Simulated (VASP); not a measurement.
**BaTiO3: single point with BLYP+D3(BJ)**

BaTiO3:

```xyz
10
Lattice="2.8435 -4.9247 -0.0001 5.7049 0.0104 -0.0077 2.8432 -1.6416 4.6430" Properties=species:S:1:pos:R:3 pbc="T T T"
Ba   11.3509   -6.5793    4.6221
Ba    5.6552   -3.3013    2.3045
Ti    8.4324   -4.9810    3.4923
Ti    2.7366   -1.7030    1.1747
O     5.7320   -1.5908    4.5771
O     2.8797   -3.2375    2.2594
O     4.3321   -2.4487   -0.0660
O     4.3229   -5.7370    2.2592
O     7.1844   -2.4187   -0.0349
O     7.1753   -5.7070    2.2904
```

```yaml
Program: VASP 6.6.1
Task: single point
Functional: BLYP
Dispersion: D3(BJ)
Potentials_or_basis: VASP PAW PBE potentials, release 64 (Ba_sv, Ti_sv, O)
Cutoff: 520 eV
k_mesh: 6 × 6 × 6
Occupations: fermi-dirac, width 0.05 eV
Spin: no spin polarisation
```

```
Pressure                   : 1.9 GPa
Largest force              : 0.131 eV/Å
Band gap on the k mesh     : 2.39 eV
Dispersion energy per atom : -0.602 eV
```

Forces in eV/Å, atoms in the order of the input:
```
Ba   0.032  0.018 -0.013
Ba   0.032  0.018 -0.013
Ti   0.107  0.061 -0.044
Ti   0.107  0.061 -0.044
O   -0.012 -0.066  0.047
O   -0.012 -0.066  0.047
O   -0.063  0.022  0.047
O   -0.063  0.022  0.047
O   -0.063 -0.036 -0.037
O   -0.063 -0.036 -0.037
```

Levels at points of the mesh, in eV from the valence-band top:
```tsv
k point	band 38	band 39	band 40	band 41	band 42	band 43
(0.00, 0.00, 0.00)	-0.02	-0.02	0.00	2.39	2.39	2.53
(0.50, 0.00, 0.00)	-0.64	-0.57	-0.57	3.22	3.22	3.46
(0.00, 0.50, 0.00)	-0.74	-0.53	-0.53	3.42	3.42	3.44
(0.50, 0.50, 0.00)	-0.83	-0.82	-0.09	2.54	3.66	3.74
(0.00, 0.00, 0.50)	-0.64	-0.57	-0.57	3.22	3.22	3.46
(0.50, 0.00, 0.50)	-0.83	-0.82	-0.09	2.54	3.66	3.74
(0.00, 0.50, 0.50)	-0.83	-0.82	-0.09	2.54	3.66	3.74
(0.50, 0.50, 0.50)	-0.64	-0.57	-0.57	3.22	3.22	3.46
```

It took 15 min on 1 thread of Oxide Virtual Turin-like Processor, with other jobs on the host, peak memory 0.66 GiB.

Caveat: the PAW data sets were made with another functional, which shifts forces and pressure a little; spin-orbit coupling is left out, which moves the levels of the heavy elements. A k mesh can miss the band edges.
